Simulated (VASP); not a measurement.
# BN in VASP: single point with PBEsol

Aim: the single point of BN with PBEsol.

All numbers are computed with VASP 6.6.1; they aren't measurements. Logs are shortened: lines on timing, memory, paths and dates and some standing lists are left out, and cuts for length are marked.

**1. The cell of the first run**

The cell holds a sheet with vacuum, 2 atoms: a = 2.512 Å, b = 2.512 Å, c = 23.902 Å, α = 90.00°, β = 90.00°, γ = 120.00°.

**2. Single point, PBEsol**

INCAR reads:

```
SYSTEM = BN
PREC = Accurate
ENCUT = 520
EDIFF = 1E-6
ISMEAR = -1
SIGMA = 0.05
LREAL = .FALSE.
LASPH = .TRUE.
NELM = 80
ALGO = Normal
ISIF = 2
LWAVE = .FALSE.
LCHARG = .FALSE.
LDIPOL = .TRUE.
IDIPOL = 3
DIPOL = 0.5 0.5 0.314
GGA = PS
NBANDS = 11
```

KPOINTS reads:

```
Automatic mesh
0
G
  12 12 1
  0 0 0
```

POSCAR reads:

```
BN
1.0
    2.5120600000     -0.0042300000      0.0000000000
   -1.2523700000      2.1776200000      0.0000000000
    0.0000000000      0.0000000000     23.9016000000
B N
1 1
Direct
    0.9940400000      0.9945700000      0.3137900000
    0.6607100000      0.3279100000      0.3137900000
```

Potentials or basis: VASP PAW PBE potentials, release 64 (B, N).

The run is started by

```
> cat potpaw_PBE.64/B/POTCAR potpaw_PBE.64/N/POTCAR > POTCAR
> mpirun -np 1 vasp_std > vasp.out
```

OUTCAR:

```text
SYSTEM = BN
   PREC = Accurate
   ENCUT = 520
   EDIFF = 1E-6
   ISMEAR = -1
   LREAL = .FALSE.
   LASPH = .TRUE.
   NELM = 80
   ISIF = 2
   GGA = PS

 ion  position               nearest neighbor table
   1  0.994  0.995  0.314-   2 1.45   2 1.45   2 1.45
   2  0.661  0.328  0.314-   1 1.45   1 1.45   1 1.45

  LATTYP: Found a hexagonal cell.
 ALAT       =     2.5120635614
 C/A-ratio  =     9.5147274007

  Lattice vectors:

 A1 = (   2.5120600000,  -0.0042300000,   0.0000000000)
 A2 = (  -1.2523700000,   2.1776200000,   0.0000000000)
 A3 = (   0.0000000000,   0.0000000000,  23.9016000000)

Analysis of symmetry for initial positions (statically):
=====================================================================
 Subroutine PRICEL returns:
 Original cell was already a primitive cell.

 Routine SETGRP: Setting up the symmetry group for a
 hexagonal supercell.

 Subroutine GETGRP returns: Found  4 space group operations
 (whereof  1 operations were pure point group operations)
 out of a pool of 24 trial point group operations.

The static configuration has the point symmetry C_1 .
 The point group associated with its full space group is C_2v.

Analysis of symmetry for dynamics (positions and initial velocities):
=====================================================================
 Subroutine PRICEL returns:
 Original cell was already a primitive cell.

 Routine SETGRP: Setting up the symmetry group for a
 hexagonal supercell.

 Subroutine GETGRP returns: Found  4 space group operations
 (whereof  1 operations were pure point group operations)
 out of a pool of 24 trial point group operations.

The dynamic configuration has the point symmetry C_1 .
 The point group associated with its full space group is C_2v.

 Subroutine INISYM returns: Found  4 space group operations
 (whereof  1 operations are pure point group operations),
 and found     1 'primitive' translations

----------------------------------------------------------------------------------------

                                     Primitive cell

  volume of cell :     130.6226

  direct lattice vectors                    reciprocal lattice vectors
     2.512060000 -0.004230000  0.000000000     0.398465543  0.229161329  0.000000000
    -1.252370000  2.177620000  0.000000000     0.000774014  0.459662086  0.000000000
     0.000000000  0.000000000 23.901600000     0.000000000  0.000000000  0.041838203

  length of vectors
     2.512063561  2.512062794 23.901600000     0.459662598  0.459662738  0.041838203

  position of ions in fractional coordinates (direct lattice)
     0.994040000  0.994570000  0.313790000
     0.660710000  0.327910000  0.313790000

  ion indices of the primitive-cell ions
   primitive index   ion index
                 1           1
                 2           2

----------------------------------------------------------------------------------------

 KPOINTS: Automatic mesh

Automatic generation of k-mesh.
 Grid dimensions read from file:
 generate k-points for:   12   12    1

 Generating k-lattice:

  Cartesian coordinates                     Fractional coordinates (reciprocal lattice)
     0.033205462  0.019096777  0.000000000     0.083333333  0.000000000  0.000000000
     0.000064501  0.038305174  0.000000000    -0.000000000  0.083333333  0.000000000
     0.000000000  0.000000000  0.041838203     0.000000000  0.000000000  1.000000000

  Length of vectors
     0.038305216  0.038305228  0.041838203

  Shift w.r.t. Gamma in fractional coordinates (k-lattice)
     0.000000000  0.000000000  0.000000000

 Subroutine IBZKPT returns following result:
 ===========================================

 Found     43 irreducible k-points:

 Following reciprocal coordinates:
            Coordinates               Weight
  0.000000  0.000000  0.000000      1.000000
  0.083333 -0.000000  0.000000      4.000000
 -0.000000  0.083333  0.000000      2.000000
  0.166667  0.000000  0.000000      4.000000
 -0.000000  0.166667  0.000000      2.000000
  0.250000  0.000000  0.000000      4.000000
[... 16 lines left out ...]
 -0.083333  0.416667  0.000000      4.000000
 -0.416667  0.333333  0.000000      4.000000
 [... further k-points ...]
   k-points           NKPTS =     43   k-points in BZ     NKDIM =     43   number of bands    NBANDS=     11
   number of dos      NEDOS =    301   number of ions     NIONS =      2
   total plane-waves  NPLWV =  72000
   dimension x,y,z NGX =    20 NGY =   20 NGZ =  180
   dimension x,y,z NGXF=    40 NGYF=   40 NGZF=  360
   ions per type =               1   1
   NGX,Y,Z   is equivalent  to a cutoff of  13.24, 13.24, 12.52 a.u.
   NGXF,Y,Z  is equivalent  to a cutoff of  26.47, 26.47, 25.04 a.u.
 SYSTEM =  BN
   PREC   = accura    normal or accurate (medium, high low for compatibility)
   ISTART =      0    job   : 0-new  1-cont  2-samecut
   ICHARG =      2    charge: 1-file 2-atom 10-const
   ISPIN  =      1    spin polarized calculation?
   LNONCOLLINEAR =      F non collinear calculations
   LSORBIT =      F    spin-orbit coupling
   LASPH  =      T    aspherical Exc in radial PAW
   ENCUT  =  520.0 eV  38.22 Ry    6.18 a.u.   4.67  4.67 44.44*2*pi/ulx,y,z
   NELM   =     80;   NELMIN=  2; NELMDL= -5     # of ELM steps
   EDIFF  = 0.1E-05   stopping-criterion for ELM
   LREAL  =      F    real-space projection
   EDIFFG = 0.1E-04   stopping-criterion for IOM
   NSW    =      0    number of steps for IOM
   IBRION =     -1    ionic relax: 0-MD 1-quasi-New 2-CG
   NFREE  =      0    steps in history (QN), initial steepest desc. (CG)
   ISIF   =      2    stress and relaxation
   ISYM   =      2    0-nonsym 1-usesym 2-fastsym
   POTIM  = 0.5000    time-step for ionic-motion
   TEBEG  =    0.0;   TEEND  =   0.0 temperature during run
   PSTRESS=    0.0 pullay stress
   NELECT =       8.0000    total number of electrons
   NUPDOWN=      -1.0000    fix difference up-down
   EMIN   =  10.00;   EMAX   =-10.00  energy-range for DOS
   EFERMI =   0.00;   METHOD = LEGACY
   ISMEAR =    -1;   SIGMA  =   0.05  broadening in eV -4-tet -1-fermi 0-gaus
   EFERMI_NEDOS =   21; number of points for ismear=-14 and -15
   IALGO  =     38    algorithm
   IMIX   =      4    mixing-type and parameters
     AMIX     =   0.40;   BMIX     =  1.00
     AMIX_MAG =   1.60;   BMIX_MAG =  1.00
  volume/ion in A,a.u.               =      65.31       440.74
  Fermi-wavevector in a.u.,A,eV,Ry     =   0.645306  1.219451  5.665728  0.416419
  Thomas-Fermi vector in A             =   1.712918
   LORBIT       =      0    0 simple, 1 ext, 2 COOP (PROOUT), +10 PAW based schemes
   GGA     = PS    functional components
   LHFCALC =     F    Hartree Fock is set to
   AEXX    =    0.0000 exact exchange contribution
   IVDW    =     0    specifies the selected vdW correction
   LEPSILON=     F    determine dielectric tensor
   LRPA    =     F    only Hartree local field effects (RPA)
 non-spin polarized calculation
  energy-cutoff  :      520.00
  volume of cell :      130.62
 maximum number of plane-waves:      3557
   NGX =  9   NGY =  9   NGZ = 89

 dipolmoment           0.000000      0.000000      0.000000 electrons x Angstroem

 number of electron       7.9999999 magnetization

 dipolmoment           0.000000      0.000000     -0.000000 electrons x Angstroem

 Free energy of the ion-electron system (eV)
  ---------------------------------------------------
  ext. energy  EPLUGINS =         0.00000000
  ---------------------------------------------------
  free energy    TOTEN  =       -18.27386593 eV

  energy without entropy =      -18.27386593  energy(sigma->0) =      -18.27386593

 E-fermi :  -3.7519     XC(G=0):  -1.7694

 val. band max:       -4.7761538915   @ k =   0.3333   0.3333   0.0000
 cond. band min:      -0.1651044328   @ k =   0.3333   0.3333   0.0000
 fundamental gap:      4.6110494587
 Fermi energy:        -3.7519148991

 k-point     1 :       0.0000    0.0000    0.0000
  band No.  band energies     occupation
      1     -22.3503      2.00000
      2     -10.0190      2.00000
      3      -6.1034      2.00000
      4      -6.1031      2.00000
      5       0.0486      0.00000
      6       0.9502      0.00000
      7       1.1950      0.00000
      8       1.7853      0.00000
      9       2.0683      0.00000
     10       3.1894      0.00000
     11       3.5395      0.00000

 k-point     2 :       0.0833   -0.0000    0.0000
  band No.  band energies     occupation
      1     -22.2171      2.00000
      2      -9.8402      2.00000
      3      -6.6622      2.00000
      4      -6.3615      2.00000
      5       0.2777      0.00000
      6       1.1619      0.00000
      7       1.4161      0.00000
      8       1.9996      0.00000
      9       2.2911      0.00000
     10       3.3938      0.00000
     11       3.7637      0.00000

 k-point     3 :      -0.0000    0.0833    0.0000
  band No.  band energies     occupation
      1     -22.2171      2.00000
      2      -9.8402      2.00000
      3      -6.6624      2.00000
      4      -6.3613      2.00000
      5       0.2777      0.00000
      6       1.1619      0.00000
      7       1.4161      0.00000
      8       1.9996      0.00000
      9       2.2911      0.00000
     10       3.3938      0.00000
     11       3.7637      0.00000

 k-point     4 :       0.1667    0.0000    0.0000
  band No.  band energies     occupation
      1     -21.8246      2.00000
      2      -9.3119      2.00000
      3      -8.0711      2.00000
      4      -6.9895      2.00000
      5       0.9364      0.00000
      6       1.7861      0.00000
      7       2.0778      0.00000
      8       2.6344      0.00000
      9       2.9500      0.00000
     10       3.9735      0.00000
     11       4.4107      0.00000

 k-point     5 :      -0.0000    0.1667    0.0000
  band No.  band energies     occupation
      1     -21.8246      2.00000
      2      -9.3119      2.00000
      3      -8.0712      2.00000
      4      -6.9893      2.00000
      5       0.9364      0.00000
      6       1.7861      0.00000
      7       2.0778      0.00000
      8       2.6344      0.00000
      9       2.9500      0.00000
     10       3.9735      0.00000
     11       4.4107      0.00000
[... 211 lines left out ...]
 k-point    21 :      -0.3333    0.2500    0.0000
  band No.  band energies     occupation
      1     -20.7303      2.00000
      2     -10.7787      2.00000
      3      -8.4091      2.00000
      4      -7.8193      2.00000
      5       2.7833      0.00000
      6       2.8281      0.00000
      7       4.0581      0.00000
      8       4.1015      0.00000
      9       4.8200      0.00000
     10       4.8833      0.00000
     11       6.0553      0.00000

 k-point    22 :       0.3333    0.0833    0.0000
  band No.  band energies     occupation
      1     -19.9225      2.00000
      2     -12.3681      2.00000
      3      -8.9588      2.00000
      4      -6.6795      2.00000
      5       1.4051      0.00000
      6       4.3344      0.00000
      7       5.6298      0.00000
      8       5.7791      0.00000
      9       6.1093      0.00000
     10       6.4391      0.00000
     11       6.8564      0.00000

 k-point    23 :      -0.0833    0.4167    0.0000
  band No.  band energies     occupation
      1     -19.9225      2.00000
      2     -12.3682      2.00000
      3      -8.9587      2.00000
      4      -6.6795      2.00000
      5       1.4050      0.00000
      6       4.3344      0.00000
      7       5.6298      0.00000
      8       5.7791      0.00000
      9       6.1093      0.00000
     10       6.4391      0.00000
     11       6.8564      0.00000

 k-point    24 :      -0.4167    0.3333    0.0000
  band No.  band energies     occupation
      1     -19.9225      2.00000
      2     -12.3681      2.00000
      3      -8.9588      2.00000
      4      -6.6795      2.00000
      5       1.4051      0.00000
      6       4.3344      0.00000
      7       5.6298      0.00000
      8       5.7791      0.00000
      9       6.1093      0.00000
     10       6.4391      0.00000
     11       6.8564      0.00000

 [... further k-points ...]

------------------------ aborting loop because EDIFF is reached ----------------------------------------

 vacuum level on the upper side and lower side of the slab       (xc-potential included)        -0.010        -0.010

  FORCE on cell =-STRESS in cart. coord.  units (eV):
  Direction    XX          YY          ZZ          XY          YZ          ZX
  --------------------------------------------------------------------------------------
  -------------------------------------------------------------------------------------
  Total       -0.3470116     -0.3467624     -0.0187498      0.0000009      0.0000000      0.0000000
  in kB       -4.2563402     -4.2532825     -0.2299796      0.0000116      0.0000000      0.0000000
  external PRESSURE =      -2.9132008 kB  Pullay stress =       0.0000000 kB

 VOLUME and BASIS-vectors are now :
 -----------------------------------------------------------------------------
  energy-cutoff  :      520.00
  volume of cell :      130.62
      direct lattice vectors                 reciprocal lattice vectors
     2.512060000 -0.004230000  0.000000000     0.398465543  0.229161329  0.000000000
    -1.252370000  2.177620000  0.000000000     0.000774014  0.459662086  0.000000000
     0.000000000  0.000000000 23.901600000     0.000000000  0.000000000  0.041838203

 POSITION                                       TOTAL-FORCE (eV/Angst)
 -----------------------------------------------------------------------------------
      1.25152      2.16159      7.50008         0.000001      0.000581      0.000000
      1.24908      0.71127      7.50008        -0.000001     -0.000581      0.000000
 -----------------------------------------------------------------------------------
    total drift:                                0.000091      0.000040      0.000004

  FREE ENERGIE OF THE ION-ELECTRON SYSTEM (eV)
  ---------------------------------------------------
  free  energy   TOTEN  =       -18.2738659275 eV

  energy  without entropy=      -18.2738659275  energy(sigma->0) =      -18.27386593

 vacuum level on the upper side and lower side of the slab         1.114         1.114
```

Run time: 2.4 min. Hardware: 1 thread of Intel Xeon 8259CL, shared host; peak memory 0.27 GiB.

What came out:

| Property | Result |
| --- | --- |
| Free energy | -18.2739 eV |
| Band gap on the k mesh | 4.61 eV |

Caveat: the PAW data sets were made with another functional, which shifts forces and pressure a little.
